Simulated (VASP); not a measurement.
A run of VASP 6.6.1 is set up as follows.

INCAR

```
SYSTEM = H4CO
  PREC = Accurate
  ENCUT = 520
  EDIFF = 1E-6
  ISMEAR = -1
  SIGMA = 0.05
  LREAL = Auto
  LASPH = .True.
  NELM = 60
  ALGO = Normal
  ISIF = 2
  LWAVE = .False.
  LCHARG = .False.
  GGA = PE
  IVDW = 12
  IBRION = 2
  NSW = 35
  EDIFFG = -0.3
```

KPOINTS

```
regular mesh
0
Gamma
  1 1 1
  0 0 0
```

The input POSCAR:

```
H4CO
1.0
    7.3803230000      0.0000000000      0.0000000000
    0.0000000000      7.3803230000      0.0000000000
    0.0000000000      0.0000000000      7.3803230000
C O H
6 6 24
Direct
    0.6558459000      0.4906446000      0.2400192000
    0.0084010000      0.8350957000      0.8622157000
    0.3102736000      0.2305040000      0.6424208000
    0.1861938000      0.8155022000      0.4150602000
    0.9247505000      0.2058108000      0.4763162000
    0.6561993000      0.0342859000      0.1043775000
    0.5862895000      0.6296346000      0.1259304000
    0.1759407000      0.7646556000      0.7978637000
    0.4807101000      0.3160262000      0.6708797000
    0.2725090000      0.6439067000      0.3984100000
    0.9422452000      0.3790958000      0.5590133000
    0.6613482000     -0.0659674000      0.2689840000
    0.6366995000      0.5374971000      0.3786994000
    0.6022769000      0.5900823000      0.0016161000
    0.5830741000      0.3621844000      0.2231393000
    0.8008423000      0.4668249000      0.2178524000
    0.0424549000      0.9355236000      0.9649217000
    0.1481094000      0.6747990000      0.7060746000
   -0.0695828000      0.9019775000      0.7548471000
   -0.0764100000      0.7303955000      0.9248870000
    0.2383019000      0.3134735000      0.5437795000
    0.5467590000      0.2437709000      0.7585765000
    0.3245862000      0.0932920000      0.5871878000
    0.2290848000      0.2238780000      0.7667074000
    0.0409723000      0.7889569000      0.4149604000
    0.4022300000      0.6650365000      0.3982689000
    0.2215044000      0.8842799000      0.5419676000
    0.2177466000      0.9057431000      0.3012899000
    0.9522837000      0.2255624000      0.3326299000
    0.9181174000      0.3640023000      0.6873256000
    1.0224864000      0.1075988000      0.5300263000
    0.7878105000      0.1499722000      0.4908823000
    0.5160816000      0.0305852000      0.0580388000
    0.7854334000     -0.0640736000      0.3122656000
    0.6958232000      0.1762175000      0.1235623000
    0.7423016000     -0.0256756000     -0.0008542000
```

Potentials or basis: VASP PAW PBE potentials, release 64 (C, O, H).

Run with:

```console
$ cat potpaw_PBE.64/C/POTCAR potpaw_PBE.64/O/POTCAR potpaw_PBE.64/H/POTCAR > POTCAR
$ mpirun -np 1 vasp_gam > vasp.out
```

(1) What does it give for the dispersion energy per atom?

(2) Estimate the band gap on the k mesh.

(3) What does it give for the energy gained by relaxing?

Answers

(1) -0.034 eV.

(2) 4.48 eV.

(3) 22.7 meV/atom.

Caveat: the k points lie up to 0.85 Å⁻¹ apart, too coarse for converged energies, forces and pressures.
